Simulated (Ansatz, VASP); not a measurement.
HgTe in VASP and in Ansatz

File INCAR:

```
PREC = Accurate ; ENCUT = 520
EDIFF = 1E-6 ; ISMEAR = -1
SIGMA = 0.05 ; LREAL = False
LASPH = True ; NELM = 100
ALGO = Normal ; ISIF = 2
LWAVE = False ; LCHARG = True
GGA = PS ; LELF = True
LVHAR = True ; NBANDS = 16
```

KPOINTS

```
regular mesh
0
Gamma
  10 10 10
```

The input POSCAR:

```
HgTe
1.0
   -2.9834303915      2.9834303915      1.5275763738
    2.9834303915     -2.9834303915      1.5275763738
    2.9834303915      2.9834303915     -1.5275763738
Hg Te
1 1
Direct
    0.7500000000      0.2500000000      0.5000000000
    0.0000000000      0.0000000000      0.0000000000
```

File input.yaml:

```yaml
crystal:
  lattice:
    - [-2.9834303915, 2.9834303915, 1.5275763738]
    - [2.9834303915, -2.9834303915, 1.5275763738]
    - [2.9834303915, 2.9834303915, -1.5275763738]
  atoms:
    - { symbol: Hg, position: [0.75, 0.25, 0.5] }
    - { symbol: Te, position: [0.0, 0.0, 0.0] }
kpoints:
  mp_grid: { grid: [10, 10, 10] }
scf:
  occupations: { method: fermi_dirac, width: 0.05 }
hamiltonian:
  xc: pbesol
  pseudopotentials: { kind: all_electron, lapw: { basis_error: 0.001 } }
output:
  forces: true
  stress: true
  eigenvalues: true
```

Change from the starting cell: volume scaled by 0.94.

Alike in both runs: task single point; functional PBEsol; k mesh 10 × 10 × 10; occupations fermi-dirac, width 0.05 eV; no spin polarisation.

|  | VASP | Ansatz |
| --- | --- | --- |
| version | VASP 6.6.1 | Ansatz 0.2.0 |
| potentials or method | VASP PAW PBE potentials, release 64 (Hg, Te), cutoff 520 eV | all-electron LAPW, scalar-relativistic |

VASP gave:

| Item | Value |
| --- | --- |
| gap on the k mesh at the Fermi level (eV) | none |
| pressure (GPa) | -0.5 |
| traceless stress, the component that is largest in VASP (GPa) | 3.66 |

Task: Which values does Ansatz return?

Result: gap on the k mesh at the Fermi level (eV): none; pressure (GPa): -0.7; traceless stress, the component that is largest in VASP (GPa): 3.64.

VASP's potentials were made for PBE, not for PBEsol. A gap of «none» marks a metal or a gap that the smearing closes. Ansatz ran all-electron here, and VASP with PAW potentials.

Neither program's run includes spin-orbit coupling.
